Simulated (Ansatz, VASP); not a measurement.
## Bi2Te2O in VASP and in Ansatz

```xyz
5
Lattice="5.8493 0.0000 0.0000 0.0000 5.8493 0.0000 0.0000 0.0000 4.3350" Properties=species:S:1:pos:R:3 pbc="T T T"
Bi    0.0000    2.9246    1.0091
Bi    2.9246    0.0000    3.3259
Te    0.0000    0.0000    2.1675
Te    2.9246    2.9246    0.0000
O     0.0000    0.0000    0.0000
```

Alike in both runs: functional PBE; k mesh 6 × 6 × 10; occupations gaussian, width 0.1 eV; no spin polarisation.

Ansatz relaxed the structure, and its values are those at the end. VASP's run is a single point on that final structure, the one shown.

```csv
,VASP,Ansatz
version,VASP 6.6.1,Ansatz 0.2.0
potentials or method,"VASP PAW PBE potentials, release 64 (Bi_d, Te, O), cutoff 520 eV","scalar-relativistic, plane waves, PAW"
valence electrons in the cell,48,68
```

|  | VASP | Ansatz | Ansatz less VASP |
| --- | --- | --- | --- |
| gap on the k mesh at the Fermi level (eV) | none | none | - |
| pressure (GPa) | -0.1 | 0.0 | +0.11 |

A gap of «none» marks a metal or a gap that the smearing closes. VASP's potentials hold 48 valence electrons a cell and Ansatz's 68, so a difference there can come from the potentials and not from the codes.

Neither program's run includes spin-orbit coupling.
